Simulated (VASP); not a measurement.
A run of VASP 6.6.1 is set up as follows.

Contents of INCAR:

```
SYSTEM = Ir
PREC = Accurate ; ENCUT = 520
EDIFF = 1E-6 ; ISMEAR = 0
SIGMA = 0.1 ; LREAL = .FALSE.
LASPH = .TRUE. ; NELM = 60
ALGO = Fast ; ISIF = 2
LWAVE = .FALSE. ; LCHARG = .FALSE.
LDIPOL = .TRUE. ; IDIPOL = 3
DIPOL = 0.5 0.5 0.500 ; GGA = PS
NBANDS = 36
```

KPOINTS

```
Automatic mesh
0
G
  13 13 1
  0 0 0
```

POSCAR

```
Ir
1.0
    2.7369673168      0.0000000000      0.0000000000
    0.0000000000      2.7369673168      0.0000000000
    0.0000000000      0.0000000000     24.6766407480
Ir
6
Direct
    0.5000000000      0.5000000000      0.3039311581
    0.0000000000      0.0000000000      0.3823586948
    0.5000000000      0.5000000000      0.4607862316
    0.0000000000      0.0000000000      0.5392137684
    0.5000000000      0.5000000000      0.6176413052
    0.0000000000      0.0000000000      0.6960688419
```

Potentials or basis: VASP PAW PBE potentials, release 64 (Ir).

Launch:

```bash
$ cat potpaw_PBE.64/Ir/POTCAR > POTCAR
$ mpirun -np 1 vasp_std > vasp.out
```

Task: Estimate the band gap on the k mesh.

Result: Zero (band 27 reaches 2.85 eV, above the bottom of band 28 at 0.81 eV).

Task: Estimate the largest force.

Result: 1.435 eV/Å.

Forces on the atoms (eV/Å):
```
Ir   0.000  0.000  1.435
Ir   0.000  0.000 -0.876
Ir   0.000  0.000 -0.308
Ir   0.000  0.000  0.308
Ir   0.000  0.000  0.876
Ir   0.000  0.000 -1.435
```

Caveat: the PAW data sets were made with another functional, which shifts forces and pressure a little; spin-orbit coupling is left out, which moves the levels of the heavy elements.
